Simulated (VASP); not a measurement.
Runs of VASP 6.6.1 on GaP4. The structure is that of space group P4/mmm (No. 123), or close to it. The cells are those of the table. 

| task | cell | k mesh | cutoff (eV) | gap on the mesh (eV) | pressure (GPa) | relaxed volume (Å³/atom) | largest force (eV/Å) |
| --- | --- | --- | --- | --- | --- | --- | --- |
| single point | a = 5.643, b = 5.643, c = 2.583 Å, 5 atoms | 4 × 4 × 4 | 520 | none | -0.1 | - | - |
| single point | a = 5.870, b = 5.870, c = 2.422 Å, 5 atoms | 4 × 4 × 6 | 520 | none | -0.2 | - | 0.01 |
| single point | a = 4.832, b = 4.832, c = 4.311 Å, 5 atoms | 4 × 4 × 4 | 520 | none | 26.6 | - | (b) |
| relaxation of cell and atoms | relaxed from a = 5.643, b = 5.643, c = 2.583 Å, 5 atoms | 4 × 4 × 6 | 600 | none | -0.1 | 16.67 | 0.03 |
| relaxation of cell and atoms | relaxed from a = 4.832, b = 4.832, c = 4.311 Å, 5 atoms | 4 × 4 × 4 | 600 | none | 0.0 | 24.24 | 0.01 |
| relaxation of cell and atoms | relaxed from a = 5.774, b = 5.774, c = 2.476 Å, 5 atoms | 8 × 8 × 16 | 600 | none | 0.0 | (a) | 0.01 |
| relaxation of cell and atoms | relaxed from a = 5.870, b = 5.870, c = 2.422 Å, 5 atoms | 6 × 6 × 16 | 600 | none | 0.0 | 16.49 | - |
| single point | a = 5.774, b = 5.774, c = 2.476 Å, 5 atoms | 6 × 6 × 16 | 520 | none | -0.1 | - | 0.01 |

Alike in all rows: level PBE; potentials or basis VASP PAW PBE potentials, release 64 (Ga_d, P); no spin polarisation; smearing gaussian 0.1 eV.

Q: Estimate the missing entries.

A: (a) 16.51; (b) 1.18.

Caveats: some runs use coarse meshes; forces of over 1 eV/Å act on the atoms, so gaps and moduli don't describe the material at rest (some runs); the volume moved by over 15 % at a fixed basis, so the end points are rough (some runs).

A k mesh can miss the band edges, and the runs leave out spin-orbit coupling on Ga.

A gap of «none» marks levels without a gap at the run's occupations.
